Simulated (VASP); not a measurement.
Wanted: the native input for a VASP 6.6.1 run.

```
Task                   : single point
Functional             : PBEsol
Potentials or basis    : VASP PAW PBE potentials, release 64 (Os)
Cutoff                 : 520 eV
k mesh                 : 20 × 20 × 12
Occupations            : fermi-dirac, width 0.05 eV
Spin                   : no spin polarisation
Dipole correction      : no
Further INCAR settings : ALGO = Normal; EDIFF = 1e-06; NBANDS = 15
```

The structure of Os lies in POSCAR:

```
Os
1.0
    2.7290853742      0.0000000000      0.0000000000
   -1.3645426871      2.3634572631      0.0000000000
    0.0000000000      0.0000000000      4.3069776558
Os
2
Direct
    0.3333333333      0.6666666667      0.2500000000
    0.6666666667      0.3333333333      0.7500000000
```

These files were run (other wordings do the same):

INCAR

```
SYSTEM = Os
ALGO = Normal ; EDIFF = 1E-6
ENCUT = 520 ; GGA = PS
ISIF = 2 ; ISMEAR = -1
LASPH = .True. ; LCHARG = .False.
LREAL = .False. ; LWAVE = .False.
NBANDS = 15 ; NELM = 60
PREC = Accurate ; SIGMA = 0.05
```

KPOINTS

```
k-points
0
Gamma
  20 20 12
  0 0 0
```

Potentials or basis: VASP PAW PBE potentials, release 64 (Os).

Run with:

```bash
$ cat potpaw_PBE.64/Os/POTCAR > POTCAR
$ mpirun -np 1 vasp_std > vasp.out
```

Results of the run:

```yaml
Pressure: 0.5 GPa
Band_gap_on_the_k_mesh: zero (bands 8 and 9 overlap by 4.01 eV)
```

Caveat: the PAW data sets were made with another functional, which shifts forces and pressure a little; spin-orbit coupling is left out, which moves the levels of the heavy elements.

Run time: 2.1 min on 1 thread of Intel(R) Xeon(R) Platinum 8375C CPU @ 2.90GHz (Ice Lake), on a shared host, peak memory 0.23 GiB.
